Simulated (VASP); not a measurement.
Set up this calculation in VASP 6.6.1, as the native input.

- Task: single point
- Functional: PBE
- Potentials or basis: VASP PAW PBE potentials, release 64 (Ge_d)
- Cutoff: 520 eV
- k mesh: 14 × 14 × 14
- Occupations: gaussian, width 0.15 eV
- Spin: no spin polarisation
- Dipole correction: no
- Further INCAR settings: ALGO = Normal; EDIFF = 1e-06; NBANDS = 21

The structure of Ge lies in POSCAR:

```
Ge
1.0
    0.0000000000      3.1149315030      2.7588948322
    3.1149315030      0.0000000000      2.7588948322
    3.1149315030      3.1149315030      0.0000000000
Ge
2
Direct
    0.5000000000      0.5000000000      0.5000000000
    0.7500000000      0.7500000000      0.7500000000
```

One way to write it, as run:

INCAR

```
SYSTEM = Ge
  PREC = Accurate
  ENCUT = 520
  EDIFF = 1E-6
  ISMEAR = 0
  SIGMA = 0.15
  LREAL = .False.
  LASPH = .True.
  NELM = 60
  ALGO = Normal
  ISIF = 2
  LWAVE = .False.
  LCHARG = .False.
  GGA = PE
  NBANDS = 21
```

KPOINTS

```
regular mesh
0
Gamma
  14 14 14
  0 0 0
```

Potentials or basis: VASP PAW PBE potentials, release 64 (Ge_d).

Launch:

```bash
$ cat potpaw_PBE.64/Ge_d/POTCAR > POTCAR
$ mpirun -np 1 vasp_std > vasp.out
```

Results of the run:

The pressure is -5.1 GPa and the band gap on the k mesh is zero (bands 14 and 15 overlap by 0.60 eV).

Caveat: the stress differs along the axes, from -7 to -1 GPa; semilocal functionals underestimate gaps, and a narrow one can read as zero.

It took 94 s on 1 thread of Intel(R) Xeon(R) 6975P-C (Granite Rapids), on a shared host, peak memory 0.34 GiB.
